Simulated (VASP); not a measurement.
Set up this calculation in VASP 6.6.1, as the native input.

| Property | Result |
| --- | --- |
| Task | single point |
| Functional | PBE |
| Potentials or basis | VASP PAW PBE potentials, release 64 (B, As_d) |
| Cutoff | 600 eV |
| k mesh | 9 × 9 × 2 |
| Occupations | gaussian, width 0.01 eV |
| Spin | no spin polarisation |
| Dipole correction | no |
| Second run | valence_matched |
| Further INCAR settings | ALGO = Normal; EDIFF = 1e-06; NBANDS = 26 |

The structure of BAs lies in POSCAR:

```
BAs
1.0
    3.3152577438      0.0000000000      0.0000000000
   -1.6576288719      2.8710974262      0.0000000000
    0.0000000000      0.0000000000      9.7920864056
B As
2 2
Direct
    0.3333333333      0.6666666667      0.2500000000
    0.6666666667      0.3333333333      0.7500000000
    0.6666666667      0.3333333333      0.2500000000
    0.3333333333      0.6666666667      0.7500000000
```

This cell differs from its parent crystal: volume changed by -6%.

These files were run (other wordings do the same):

INCAR

```
PREC = Accurate
ENCUT = 600
EDIFF = 1E-6
ISMEAR = 0
SIGMA = 0.01
LREAL = F
LASPH = T
NELM = 120
ALGO = Normal
ISIF = 2
LWAVE = F
LCHARG = F
GGA = PE
NBANDS = 26
GGA_COMPAT = F
```

KPOINTS

```
Automatic mesh
0
Gamma
  9 9 2
```

Potentials or basis: VASP PAW PBE potentials, release 64 (B, As_d).

Launch:

```bash
$ cat potpaw_PBE.64/B/POTCAR potpaw_PBE.64/As_d/POTCAR > POTCAR
$ mpirun -np 1 vasp_std > vasp.out
```

It gave:

The pressure is 4.8 GPa. The band gap on the k mesh is 0.71 eV, direct.

Caveat: this functional lacks dispersion, which binds the layers, so the pressure and a relaxed spacing across them are unreliable.

Wall time 31 s on 1 thread of Intel(R) Xeon(R) 6975P-C (Granite Rapids) (shared host), peak memory 0.27 GiB.
